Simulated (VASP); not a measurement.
# CrO2 (P-3m1) in VASP: notebook

Runs on CrO2. Level: PBE. Tasks: single point.

All numbers are computed with VASP 6.6.1; they aren't measurements. Logs are shortened: lines on timing, memory, paths and dates and some standing lists are left out, and cuts for length are marked.

### Step 1. The cell of the first run

It takes space group P-3m1 (No. 164, trigonal). Conventional cell: a = 2.890 Å, b = 2.890 Å, c = 5.080 Å, α = 90.00°, β = 90.00°, γ = 120.00°. Cr (site symmetry -3m) has 6 O at 1.92 Å within 2.5 Å. Within 2.6 Å of O (site symmetry 3m) lie 3 Cr at 1.92 Å and 3 O at 2.53 Å.

### Step 2. Single point, PBE, collinear spin, ferromagnetic start (12.25 Å³/atom)

The input, INCAR:

```
PREC = Accurate
ENCUT = 700
EDIFF = 1E-6
ISMEAR = 0
SIGMA = 0.05
LREAL = False
LASPH = True
NELM = 200
ALGO = Normal
ISIF = 2
LWAVE = False
LCHARG = True
ISPIN = 2
MAGMOM = 1.92 0 0
LORBIT = 11
LMAXMIX = 4
GGA = PE
LELF = True
LVHAR = True
NBANDS = 24
GGA_COMPAT = False
```

The input, KPOINTS:

```
Automatic mesh
0
Gamma
  14 14 6
```

The input, POSCAR:

```
CrO2
1.0
    2.8902678046      0.0000000000      0.0000000000
   -1.4451339023      2.5030453425      0.0000000000
    0.0000000000      0.0000000000      5.0795548575
Cr O
1 2
Direct
    0.0000000000      0.0000000000      0.0000000000
    0.3333333333      0.6666666667      0.1868879690
    0.6666666667      0.3333333333      0.8131120310
```

Potentials or basis: VASP PAW PBE potentials, release 64 (Cr_sv, O).

Started as:

```console
$ cat potpaw_PBE.64/Cr_sv/POTCAR potpaw_PBE.64/O/POTCAR > POTCAR
$ mpirun -np 1 vasp_std > vasp.out
```

OUTCAR:

```text
PREC = Accurate
   ENCUT = 700
   EDIFF = 1E-6
   ISMEAR = 0
   LREAL = False
   LASPH = True
   NELM = 200
   ISIF = 2
   ISPIN = 2
   LORBIT = 11
   GGA = PE

 ion  position               nearest neighbor table
   1  0.000  0.000  0.000-   2 1.92   3 1.92   2 1.92   3 1.92   3 1.92   2 1.92
   2  0.333  0.667  0.187-   1 1.92   1 1.92   1 1.92
   3  0.667  0.333  0.813-   1 1.92   1 1.92   1 1.92

  LATTYP: Found a hexagonal cell.
 ALAT       =     2.8902678046
 C/A-ratio  =     1.7574685811

  Lattice vectors:

 A1 = (   2.8902678046,   0.0000000000,   0.0000000000)
 A2 = (  -1.4451339023,   2.5030453425,   0.0000000000)
 A3 = (   0.0000000000,   0.0000000000,   5.0795548575)

Analysis of symmetry for initial positions (statically):
=====================================================================
 Subroutine PRICEL returns:
 Original cell was already a primitive cell.

 Routine SETGRP: Setting up the symmetry group for a
 hexagonal supercell.

 Subroutine GETGRP returns: Found 12 space group operations
 (whereof 12 operations were pure point group operations)
 out of a pool of 24 trial point group operations.

The static configuration has the point symmetry D_3d.

Analysis of symmetry for dynamics (positions and initial velocities):
=====================================================================
 Subroutine PRICEL returns:
 Original cell was already a primitive cell.

 Routine SETGRP: Setting up the symmetry group for a
 hexagonal supercell.

 Subroutine GETGRP returns: Found 12 space group operations
 (whereof 12 operations were pure point group operations)
 out of a pool of 24 trial point group operations.

The dynamic configuration has the point symmetry D_3d.

Analysis of structural, dynamic, and magnetic symmetry:
=====================================================================
 Subroutine PRICEL returns:
 Original cell was already a primitive cell.

 Routine SETGRP: Setting up the symmetry group for a
 hexagonal supercell.

 Subroutine GETGRP returns: Found 12 space group operations
 (whereof 12 operations were pure point group operations)
 out of a pool of 24 trial point group operations.

The overall configuration has the point symmetry D_3d.

 Subroutine INISYM returns: Found 12 space group operations
 (whereof 12 operations are pure point group operations),
 and found     1 'primitive' translations

[... 118 lines left out ...]
  Fermi-wavevector in a.u.,A,eV,Ry     =   1.458776  2.756686 28.953551  2.128026
  Thomas-Fermi vector in A             =   2.575420
   LORBIT       =     11    0 simple, 1 ext, 2 COOP (PROOUT), +10 PAW based schemes
   GGA     = PE    functional components
   LHFCALC =     F    Hartree Fock is set to
   AEXX    =    0.0000 exact exchange contribution
   IVDW    =     0    specifies the selected vdW correction
   LEPSILON=     F    determine dielectric tensor
   LRPA    =     F    only Hartree local field effects (RPA)
 spin polarized calculation
 Gauss-broadening in eV      SIGMA  =   0.05
  energy-cutoff  :      700.00
  volume of cell :       36.75
 maximum number of plane-waves:      1569
 NGX is ok and might be reduce to    28
   NGX = 13   NGY = 13   NGZ = 21

 number of electron      25.9999997 magnetization       2.0000252

 Free energy of the ion-electron system (eV)
  ---------------------------------------------------
  ext. energy  EPLUGINS =         0.00000000
  ---------------------------------------------------
  free energy    TOTEN  =       -24.87955551 eV

  energy without entropy =      -24.87743644  energy(sigma->0) =      -24.87849597

 E-fermi :   3.6656     XC(G=0): -10.0227

 val. band max:        3.6598528763   @ k =   0.4286   0.0714   0.1667
 cond. band min:       3.6759299945   @ k =   0.3571   0.0714   0.3333
 fundamental gap:      0.0160771181
 Fermi energy:         3.6655672956

 spin component 1

 k-point     1 :       0.0000    0.0000    0.0000
  band No.  band energies     occupation
      1     -69.7598      1.00000
      2     -41.0560      1.00000
      3     -40.9488      1.00000
      4     -40.9488      1.00000
      5     -15.8974      1.00000
      6     -13.7935      1.00000
[... 637 lines left out ...]
     23      20.1255      0.00000
     24      20.7462      0.00000

 [... further k-points ...]

 spin component 2

 k-point     1 :       0.0000    0.0000    0.0000
  band No.  band energies     occupation
      1     -67.5126      1.00000
      2     -38.8150      1.00000
      3     -38.7626      1.00000
      4     -38.7626      1.00000
      5     -15.9040      1.00000
      6     -13.8603      1.00000
[... 637 lines left out ...]
     23      20.6819      0.00000
     24      21.2970      0.00000

 [... further k-points ...]

------------------------ aborting loop because EDIFF is reached ----------------------------------------

  FORCE on cell =-STRESS in cart. coord.  units (eV):
  Direction    XX          YY          ZZ          XY          YZ          ZX
  --------------------------------------------------------------------------------------
  -------------------------------------------------------------------------------------
  Total        0.0090786      0.0090786     -0.0669649      0.0000000      0.0000000      0.0000000
  in kB        0.3958207      0.3958207     -2.9196122      0.0000000      0.0000000      0.0000000
  external PRESSURE =      -0.7093236 kB  Pullay stress =       0.0000000 kB

 VOLUME and BASIS-vectors are now :
 -----------------------------------------------------------------------------
  energy-cutoff  :      700.00
  volume of cell :       36.75
      direct lattice vectors                 reciprocal lattice vectors
     2.890267805  0.000000000  0.000000000     0.345988700  0.199756669  0.000000000
    -1.445133902  2.503045343  0.000000000     0.000000000  0.399513338  0.000000000
     0.000000000  0.000000000  5.079554857     0.000000000  0.000000000  0.196867645

 POSITION                                       TOTAL-FORCE (eV/Angst)
 -----------------------------------------------------------------------------------
      0.00000      0.00000      0.00000         0.000000      0.000000      0.000000
     -0.00000      1.66870      0.94931         0.000000      0.000000     -0.015088
      1.44513      0.83435      4.13025        -0.000000     -0.000000      0.015088
 -----------------------------------------------------------------------------------
    total drift:                                0.000000     -0.000000      0.000000

  FREE ENERGIE OF THE ION-ELECTRON SYSTEM (eV)
  ---------------------------------------------------
  free  energy   TOTEN  =       -24.8795555059 eV

  energy  without entropy=      -24.8774364355  energy(sigma->0) =      -24.87849597

 total charge

# of ion       s       p       d       tot
------------------------------------------
    1        2.152   6.047   3.402  11.601
    2        1.576   3.429   0.000   5.005
    3        1.576   3.429   0.000   5.005
--------------------------------------------------
tot          5.305  12.905   3.402  21.611

 magnetization (x)

# of ion       s       p       d       tot
------------------------------------------
    1        0.014   0.008   1.911   1.933
    2        0.000  -0.058   0.000  -0.058
    3        0.000  -0.058   0.000  -0.058
--------------------------------------------------
tot          0.014  -0.108   1.911   1.817
```

stdout:

```text
POSCAR found type information on POSCAR CrO
 POSCAR found :  2 types and       3 ions
 scaLAPACK will be used
 LDA part: xc-table for (Slater+PW92), standard interpolation
 POSCAR, INCAR and KPOINTS ok, starting setup
 FFT: planning ... GRIDC
 FFT: planning ... GRID_SOFT
 FFT: planning ... GRID
 WAVECAR not read
 entering main loop
```

Run time: 7.2 min. Hardware: 1 thread of Intel Xeon Platinum 8259CL at 2.50GHz (Skylake/Cascade Lake), shared host; peak memory 0.39 GiB.

Results:

* Free energy: -24.8796 eV
* Pressure: -0.1 GPa
* Largest force: 0.015 eV/Å
* Band gap on the k mesh: zero (filled and empty bands overlap)
* Net moment: 2.00 μB per cell
* Site moments: Cr +1.93; O -0.06 μB
* Valence electrons inside the program's atomic spheres: Cr 11.60; O 5.00

Forces on the atoms (eV/Å):
```
Cr   0.000  0.000  0.000
O    0.000  0.000 -0.015
O    0.000  0.000  0.015
```

Caveat: a cell with one magnetic atom can't hold antiferromagnetic order, which such compounds often take; semilocal functionals often make such compounds metallic where correlation or magnetic order opens a gap, which also shifts bond lengths.

(Continued in part 2 of 2.)
